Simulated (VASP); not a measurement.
Input of a VASP 6.6.1 run:

POSCAR

```
Be3C2
1.0
    3.0246528258      0.0000000000      0.0000000000
   -1.5123264129      2.6194261848      0.0000000000
    0.0000000000      0.0000000000      4.5015919886
Be C
3 2
Direct
    0.0000000000      0.0000000000      0.0000000000
    0.3333333333      0.6666666667      0.6711623029
    0.6666666667      0.3333333333      0.3288376971
    0.3333333333      0.6666666667      0.2476904929
    0.6666666667      0.3333333333      0.7523095071
```

INCAR.step1

```
SYSTEM = Be3C2
PREC = Accurate
ENCUT = 520
ISMEAR = 0
SIGMA = 0.1
LREAL = .False.
LASPH = .True.
NELM = 80
NBANDS = 15
GGA = PE
ALGO = Normal
EDIFF = 1E-4
LWAVE = .True.
LCHARG = .False.
```

The input INCAR.step2:

```
SYSTEM = Be3C2
PREC = Accurate
ENCUT = 520
EDIFF = 1E-6
ISMEAR = 0
SIGMA = 0.1
LREAL = .False.
LASPH = .True.
NELM = 80
ALGO = Normal
ISIF = 2
LWAVE = .False.
LCHARG = .False.
METAGGA = R2SCAN
LMIXTAU = .True.
NBANDS = 15
ISTART = 1
```

KPOINTS

```
Automatic mesh
0
Gamma
  12 12 8
  0 0 0
```

Potentials or basis: VASP PAW PBE potentials, release 64 (Be, C).

Launch:

```console
$ cat potpaw_PBE.64/Be/POTCAR potpaw_PBE.64/C/POTCAR > POTCAR
$ cp INCAR.step1 INCAR
$ mpirun -np 1 vasp_std > vasp.out
$ cp INCAR.step2 INCAR
$ mpirun -np 1 vasp_std > vasp.out
```

Problem. Estimate the pressure.

Solution. 0.7 GPa.

Problem. Estimate the largest force.

Solution. 0.021 eV/Å.

Problem. What does it give for the band gap on the k mesh?

Solution. Zero (bands 7 and 8 overlap by 3.26 eV).

Forces on the atoms (eV/Å):
```
Be   0.000  0.000  0.000
Be   0.000  0.000  0.002
Be   0.000  0.000 -0.002
C    0.000  0.000 -0.021
C    0.000  0.000  0.021
```

Caveat: the PAW data sets were made with another functional, which shifts forces and pressure a little.
